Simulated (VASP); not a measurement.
# Pb (P6_3/mmc) in VASP: notebook

The runs below take Pb through relaxation of shape and atoms at fixed volume, with PBEsol.

All numbers are computed with VASP 6.6.1; they aren't measurements. Logs are shortened: lines on timing, memory, paths and dates and some standing lists are left out, and cuts for length are marked.

## 1. The cell of the first run

The structure is hexagonal, space group P6_3/mmc (No. 194). Conventional cell: a = 3.357 Å, b = 3.357 Å, c = 5.613 Å, α = 90.00°, β = 90.00°, γ = 120.00°. Pb (site symmetry -6m2) has 12 Pb at 3.36 to 3.41 Å within 4.4 Å.

This isn't the form of Pb at room conditions, which is fcc.

## 2. Relaxation of shape and atoms at fixed volume, PBEsol (27.40 Å³/atom)

INCAR reads:

```
PREC = Accurate
ENCUT = 600
EDIFF = 1E-6
ISMEAR = 0
SIGMA = 0.05
LREAL = F
LASPH = T
NELM = 60
ALGO = Fast
ISIF = 4
LWAVE = F
LCHARG = F
GGA = PS
IBRION = 2
NSW = 60
EDIFFG = -0.01
```

KPOINTS reads:

```
Automatic mesh
0
Gamma
  16 16 8
```

POSCAR reads:

```
Pb
1.0
    3.3572996266      0.0000000000      0.0000000000
   -1.6786498133      2.9075067648      0.0000000000
    0.0000000000      0.0000000000      5.6131243510
Pb
2
Direct
    0.3333333333      0.6666666667      0.2500000000
    0.6666666667      0.3333333333      0.7500000000
```

Potentials or basis: VASP PAW PBE potentials, release 64 (Pb_d).

Started as:

```bash
$ cat potpaw_PBE.64/Pb_d/POTCAR > POTCAR
$ mpirun -np 1 vasp_std > vasp.out
```

OUTCAR:

```text
PREC = Accurate
   ENCUT = 600
   EDIFF = 1E-6
   ISMEAR = 0
   LREAL = F
   LASPH = T
   NELM = 60
   ISIF = 4
   GGA = PS
   IBRION = 2
   NSW = 60
   EDIFFG = -0.01

 ion  position               nearest neighbor table
   1  0.333  0.667  0.250-   2 3.41   2 3.41   2 3.41   2 3.41   2 3.41   2 3.41
   2  0.667  0.333  0.750-   1 3.41   1 3.41   1 3.41   1 3.41   1 3.41   1 3.41

  LATTYP: Found a hexagonal cell.
 ALAT       =     3.3572996266
 C/A-ratio  =     1.6719164136

  Lattice vectors:

 A1 = (   3.3572996266,   0.0000000000,   0.0000000000)
 A2 = (  -1.6786498133,   2.9075067648,   0.0000000000)
 A3 = (   0.0000000000,   0.0000000000,   5.6131243510)

Analysis of symmetry for initial positions (statically):
=====================================================================
 Subroutine PRICEL returns:
 Original cell was already a primitive cell.

 Routine SETGRP: Setting up the symmetry group for a
 hexagonal supercell.

 Subroutine GETGRP returns: Found 24 space group operations
 (whereof 12 operations were pure point group operations)
 out of a pool of 24 trial point group operations.

The static configuration has the point symmetry D_3d.
 The point group associated with its full space group is D_6h.

Analysis of symmetry for dynamics (positions and initial velocities):
=====================================================================
 Subroutine PRICEL returns:
 Original cell was already a primitive cell.

 Routine SETGRP: Setting up the symmetry group for a
 hexagonal supercell.

 Subroutine GETGRP returns: Found 24 space group operations
 (whereof 12 operations were pure point group operations)
 out of a pool of 24 trial point group operations.

The dynamic configuration has the point symmetry D_3d.
 The point group associated with its full space group is D_6h.

 Subroutine INISYM returns: Found 24 space group operations
 (whereof 12 operations are pure point group operations),
 and found     1 'primitive' translations

----------------------------------------------------------------------------------------

                                     Primitive cell

  volume of cell :      54.7918

  direct lattice vectors                    reciprocal lattice vectors
     3.357299627  0.000000000  0.000000000     0.297858431  0.171968645  0.000000000
    -1.678649813  2.907506765  0.000000000     0.000000000  0.343937291  0.000000000
     0.000000000  0.000000000  5.613124351     0.000000000  0.000000000  0.178153901

  length of vectors
     3.357299627  3.357299627  5.613124351     0.343937291  0.343937291  0.178153901

  position of ions in fractional coordinates (direct lattice)
     0.333333333  0.666666667  0.250000000
     0.666666667  0.333333333  0.750000000

  ion indices of the primitive-cell ions
   primitive index   ion index
                 1           1
                 2           2

----------------------------------------------------------------------------------------

 KPOINTS: Automatic mesh

Automatic generation of k-mesh.
 Grid dimensions read from file:
 generate k-points for:   16   16    8

 Generating k-lattice:

  Cartesian coordinates                     Fractional coordinates (reciprocal lattice)
     0.018616152  0.010748040  0.000000000     0.062500000  0.000000000  0.000000000
     0.000000000  0.021496081  0.000000000     0.000000000  0.062500000  0.000000000
     0.000000000  0.000000000  0.022269238     0.000000000  0.000000000  0.125000000

  Length of vectors
     0.021496081  0.021496081  0.022269238

  Shift w.r.t. Gamma in fractional coordinates (k-lattice)
     0.000000000  0.000000000  0.000000000

 Subroutine IBZKPT returns following result:
 ===========================================

 Found    150 irreducible k-points:

 Following reciprocal coordinates:
            Coordinates               Weight
  0.000000  0.000000  0.000000      1.000000
  0.062500  0.000000  0.000000      6.000000
  0.125000  0.000000  0.000000      6.000000
  0.187500  0.000000  0.000000      6.000000
  0.250000  0.000000  0.000000      6.000000
  0.312500  0.000000  0.000000      6.000000
[... 16 lines left out ...]
  0.187500  0.187500  0.000000      6.000000
  0.250000  0.187500  0.000000     12.000000
 [... further k-points ...]
   k-points           NKPTS =    150   k-points in BZ     NKDIM =    150   number of bands    NBANDS=     18
   number of dos      NEDOS =    301   number of ions     NIONS =      2
   total plane-waves  NPLWV =  37632
   dimension x,y,z NGX =    28 NGY =   28 NGZ =   48
   dimension x,y,z NGXF=    56 NGYF=   56 NGZF=   96
   ions per type =               2
   NGX,Y,Z   is equivalent  to a cutoff of  13.86, 13.86, 14.22 a.u.
   NGXF,Y,Z  is equivalent  to a cutoff of  27.73, 27.73, 28.43 a.u.
 SYSTEM =  unknown system
   PREC   = accura    normal or accurate (medium, high low for compatibility)
   ISTART =      0    job   : 0-new  1-cont  2-samecut
   ICHARG =      2    charge: 1-file 2-atom 10-const
   ISPIN  =      1    spin polarized calculation?
   LNONCOLLINEAR =      F non collinear calculations
   LSORBIT =      F    spin-orbit coupling
   LASPH  =      T    aspherical Exc in radial PAW
   ENCUT  =  600.0 eV  44.10 Ry    6.64 a.u.   6.71  6.71 11.21*2*pi/ulx,y,z
   NELM   =     60;   NELMIN=  2; NELMDL= -5     # of ELM steps
   EDIFF  = 0.1E-05   stopping-criterion for ELM
   LREAL  =      F    real-space projection
   EDIFFG = -.1E-01   stopping-criterion for IOM
   NSW    =     60    number of steps for IOM
   IBRION =      2    ionic relax: 0-MD 1-quasi-New 2-CG
   NFREE  =      1    steps in history (QN), initial steepest desc. (CG)
   ISIF   =      4    stress and relaxation
   ISYM   =      2    0-nonsym 1-usesym 2-fastsym
   POTIM  = 0.5000    time-step for ionic-motion
   TEBEG  =    0.0;   TEEND  =   0.0 temperature during run
   PSTRESS=    0.0 pullay stress
   NELECT =      28.0000    total number of electrons
   NUPDOWN=      -1.0000    fix difference up-down
   EMIN   =  10.00;   EMAX   =-10.00  energy-range for DOS
   EFERMI =   0.00;   METHOD = LEGACY
   ISMEAR =     0;   SIGMA  =   0.05  broadening in eV -4-tet -1-fermi 0-gaus
   EFERMI_NEDOS =   21; number of points for ismear=-14 and -15
   IALGO  =     68    algorithm
   IMIX   =      4    mixing-type and parameters
     AMIX     =   0.40;   BMIX     =  1.00
     AMIX_MAG =   1.60;   BMIX_MAG =  1.00
  volume/ion in A,a.u.               =      27.40       184.88
  Fermi-wavevector in a.u.,A,eV,Ry     =   1.308847  2.473363 23.307888  1.713081
  Thomas-Fermi vector in A             =   2.439486
   LORBIT       =      0    0 simple, 1 ext, 2 COOP (PROOUT), +10 PAW based schemes
   GGA     = PS    functional components
   LHFCALC =     F    Hartree Fock is set to
   AEXX    =    0.0000 exact exchange contribution
   IVDW    =     0    specifies the selected vdW correction
   LEPSILON=     F    determine dielectric tensor
   LRPA    =     F    only Hartree local field effects (RPA)
 conjugate gradient relaxation of ions
 non-spin polarized calculation
 RMM-DIIS sequential band-by-band and
 Gauss-broadening in eV      SIGMA  =   0.05
  energy-cutoff  :      600.00
  volume of cell :       54.79
 maximum number of plane-waves:      1858
 NGX is ok and might be reduce to    28
   NGX = 13   NGY = 13   NGZ = 23

 number of electron      27.9999997 magnetization

 Free energy of the ion-electron system (eV)
  ---------------------------------------------------
  ext. energy  EPLUGINS =         0.00000000
  ---------------------------------------------------
  free energy    TOTEN  =        -7.90530899 eV

  energy without entropy =       -7.90394874  energy(sigma->0) =       -7.90462886

 E-fermi :   8.2329     XC(G=0): -10.8408

 val. band max:        8.2304922260   @ k =   0.3750   0.1875   0.0000
 cond. band min:       8.2340367458   @ k =   0.2500   0.0625   0.2500
 fundamental gap:      0.0035445198
 Fermi energy:         8.2328870013

 k-point     1 :       0.0000    0.0000    0.0000
  band No.  band energies     occupation
      1      -8.8633      2.00000
      2      -8.8152      2.00000
      3      -8.7804      2.00000
      4      -8.7804      2.00000
      5      -8.7530      2.00000
      6      -8.7530      2.00000
[... 10 lines left out ...]
     17      16.6708      0.00000
     18      16.6981      0.00000

 k-point     2 :       0.0625    0.0000    0.0000
  band No.  band energies     occupation
      1      -8.8567      2.00000
      2      -8.8168      2.00000
      3      -8.7734      2.00000
      4      -8.7670      2.00000
      5      -8.7521      2.00000
      6      -8.7401      2.00000
[... 10 lines left out ...]
     17      16.1453      0.00000
     18      16.8607      0.00000

 k-point     3 :       0.1250    0.0000    0.0000
  band No.  band energies     occupation
      1      -8.8590      2.00000
      2      -8.8067      2.00000
      3      -8.7655      2.00000
      4      -8.7319      2.00000
      5      -8.7289      2.00000
      6      -8.7034      2.00000
[... 10 lines left out ...]
     17      16.0364      0.00000
     18      17.1502      0.00000

 k-point     4 :       0.1875    0.0000    0.0000
  band No.  band energies     occupation
      1      -8.8872      2.00000
      2      -8.7845      2.00000
      3      -8.7607      2.00000
      4      -8.7096      2.00000
      5      -8.6867      2.00000
      6      -8.6794      2.00000
[... 375 lines left out ...]
      4      -8.7502      2.00000
      5      -8.6505      2.00000
      6      -8.6126      2.00000
[... 10 lines left out ...]
     17      10.1171      0.00000
     18      12.5755      0.00000

 k-point    23 :       0.1875    0.1875    0.0000
  band No.  band energies     occupation
      1      -8.8424      2.00000
      2      -8.8299      2.00000
      3      -8.7987      2.00000
      4      -8.7407      2.00000
      5      -8.6828      2.00000
      6      -8.6448      2.00000
[... 10 lines left out ...]
     17      12.6651      0.00000
     18      13.2996      0.00000

 k-point    24 :       0.2500    0.1875    0.0000
  band No.  band energies     occupation
      1      -8.8605      2.00000
      2      -8.8379      2.00000
      3      -8.7939      2.00000
      4      -8.7460      2.00000
      5      -8.6661      2.00000
      6      -8.6151      2.00000
[... 10 lines left out ...]
     17      11.8620      0.00000
     18      12.2677      0.00000

 [... further k-points ...]

------------------------ aborting loop because EDIFF is reached ----------------------------------------

  FORCE on cell =-STRESS in cart. coord.  units (eV):
  Direction    XX          YY          ZZ          XY          YZ          ZX
  --------------------------------------------------------------------------------------
  -------------------------------------------------------------------------------------
  Total        1.6897051      1.6897051      1.7034036      0.0000000      0.0000000      0.0000000
  in kB       49.4089937     49.4089937     49.8095524      0.0000000      0.0000000      0.0000000
  external PRESSURE =      49.5425133 kB  Pullay stress =       0.0000000 kB

 VOLUME and BASIS-vectors are now :
 -----------------------------------------------------------------------------
  energy-cutoff  :      600.00
  volume of cell :       54.79
      direct lattice vectors                 reciprocal lattice vectors
     3.357299627  0.000000000  0.000000000     0.297858431  0.171968645  0.000000000
    -1.678649813  2.907506765  0.000000000     0.000000000  0.343937291  0.000000000
     0.000000000  0.000000000  5.613124351     0.000000000  0.000000000  0.178153901

 POSITION                                       TOTAL-FORCE (eV/Angst)
 -----------------------------------------------------------------------------------
     -0.00000      1.93834      1.40328        -0.000000      0.000000      0.000000
      1.67865      0.96917      4.20984         0.000000     -0.000000      0.000000
 -----------------------------------------------------------------------------------
    total drift:                                0.000000     -0.000000      0.000000

  FREE ENERGIE OF THE ION-ELECTRON SYSTEM (eV)
  ---------------------------------------------------
  free  energy   TOTEN  =        -7.9053089872 eV

  energy  without entropy=       -7.9039487392  energy(sigma->0) =       -7.90462886

 reached required accuracy - stopping structural energy minimisation
```

Wall time 88 s (1 thread of Intel Xeon Platinum 8488C (Sapphire Rapids), shared host); peak memory 0.29 GiB.

What came out:

```
Free energy             : -7.9053 eV
Pressure after relaxing : 5.0 GPa
Band gap on the k mesh  : zero (bands 14 and 15 overlap by 8.46 eV)
```

Final structure:
```cif
data_structure
_symmetry_space_group_name_H-M 'P 1'
_symmetry_Int_Tables_number 1
_cell_length_a 3.3573
_cell_length_b 3.3573
_cell_length_c 5.6131
_cell_angle_alpha 90.000
_cell_angle_beta 90.000
_cell_angle_gamma 120.000
_cell_volume 54.79
loop_
_atom_site_label
_atom_site_type_symbol
_atom_site_fract_x
_atom_site_fract_y
_atom_site_fract_z
_atom_site_occupancy
Pb1 Pb 0.33333 0.66667 0.25000 1
Pb2 Pb 0.66667 0.33333 0.75000 1
```

Caveat: the PAW data sets were made with another functional, which shifts forces and pressure a little; spin-orbit coupling is left out, which moves the levels of the heavy elements.

## 3. Relaxation of shape and atoms at fixed volume, PBEsol (28.59 Å³/atom)

This run uses another cell than the first one, of 28.59 Å³/atom.

INCAR reads:

```
PREC = Accurate
ENCUT = 600
EDIFF = 1E-6
ISMEAR = 0
SIGMA = 0.05
LREAL = False
LASPH = True
NELM = 60
ALGO = Fast
ISIF = 4
LWAVE = False
LCHARG = False
GGA = PS
IBRION = 2
NSW = 60
EDIFFG = -0.01
```

KPOINTS reads:

```
regular mesh
0
Gamma
  16 16 8
```

POSCAR reads:

```
Pb
1.0
    3.4095253001      0.0000000000      0.0000000000
   -1.7047626500      2.9527355247      0.0000000000
    0.0000000000      0.0000000000      5.6791120655
Pb
2
Direct
    0.3333333333      0.6666666667      0.2500000000
    0.6666666667      0.3333333333      0.7500000000
```

Potentials or basis: VASP PAW PBE potentials, release 64 (Pb_d).

Started as:

```bash
$ cat potpaw_PBE.64/Pb_d/POTCAR > POTCAR
$ mpirun -np 1 vasp_std > vasp.out
```

It took 2.9 min on 1 thread of Intel Xeon Platinum 8488C (Sapphire Rapids), shared host; peak memory 0.3 GiB.

The run converged. Its results:

```yaml
Free_energy: -7.9580 eV
Energy_gained_by_relaxing: 0.1 meV/atom
Ionic_steps: 3
Pressure_after_relaxing: 2.2 GPa
Band_gap_on_the_k_mesh: zero (bands 14 and 15 overlap by 8.11 eV)
```

The path:
| step | energy change (eV) | largest force (eV/Å) | pressure (GPa) | volume (Å³) |
| --- | --- | --- | --- | --- |
| 1 | 0.0000 | 0.0000 | 2.24 | 57.17 |
| 2 | -0.0001 | 0.0000 | 2.20 | 57.17 |
| 3 | -0.0002 | 0.0000 | 2.20 | 57.17 |

Final structure:
```xyz
2
Lattice="3.4040 0.0000 0.0000 -1.7020 2.9480 0.0000 0.0000 0.0000 5.6975" Properties=species:S:1:pos:R:3 pbc="T T T"
Pb    0.0000    1.9653    1.4244
Pb    1.7020    0.9827    4.2731
```

Levels at points of the mesh, in eV from the Fermi level:
```csv
k point,band 11,band 12,band 13,band 14,band 15,band 16,band 17,band 18
"(0.00, 0.00, 0.00)",-12.15,-8.38,-4.53,6.24,6.24,7.55,8.07,8.07
"(0.50, 0.00, 0.00)",-8.29,-7.09,-3.10,-1.74,-0.52,1.78,2.35,5.93
"(0.00, 0.00, 0.50)",-10.91,-10.91,0.58,0.58,7.10,7.10,7.10,7.10
"(0.50, 0.00, 0.50)",-7.47,-7.47,-3.92,-3.92,3.61,3.61,3.74,3.74
```

Caveat: the PAW data sets were made with another functional, which shifts forces and pressure a little; spin-orbit coupling is left out, which moves the levels of the heavy elements.
